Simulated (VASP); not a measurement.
Te2Mo, 6 atoms in the cell. It takes space group P6_3/mmc (No. 194, hexagonal). The conventional cell has a = 3.735 Å, b = 3.735 Å, c = 15.965 Å, α = 90.00°, β = 90.00°, γ = 120.00°. Within 3.8 Å of Te (site symmetry 3m) lie 3 Mo at 2.87 Å and 7 Te at 3.73 to 3.80 Å. Within 3.8 Å of Mo (site symmetry -6m2) lie 6 Te at 2.87 Å and 6 Mo at 3.73 Å.  This cell differs from its parent crystal: strain +0.050 along x and y, +0.050 along z.

* Program: VASP 6.6.1
* Task: single point
* Functional: PBE
* Potentials or basis: VASP PAW PBE potentials, release 64 (Te, Mo_sv)
* Cutoff: 520 eV
* k mesh: 12 × 12 × 2
* Occupations: gaussian, width 0.05 eV
* Spin: no spin polarisation
* Dipole correction: no
* Further INCAR settings: ALGO = Normal; EDIFF = 1e-06; NBANDS = 35

Potentials or basis: VASP PAW PBE potentials, release 64 (Te, Mo_sv).

Run with:

```bash
$ cat potpaw_PBE.64/Te/POTCAR potpaw_PBE.64/Mo_sv/POTCAR > POTCAR
$ mpirun -np 1 vasp_std > vasp.out
```

Hardware: 1 thread of Intel Xeon 8259CL, with other jobs on the host.

**Question.** Estimate the wall time of this run.

**Answer.** It took 6.1 min on 1 thread of Intel Xeon 8259CL, on a shared host, peak memory 0.43 GiB. Counts: scf iterations 16, k points 38.
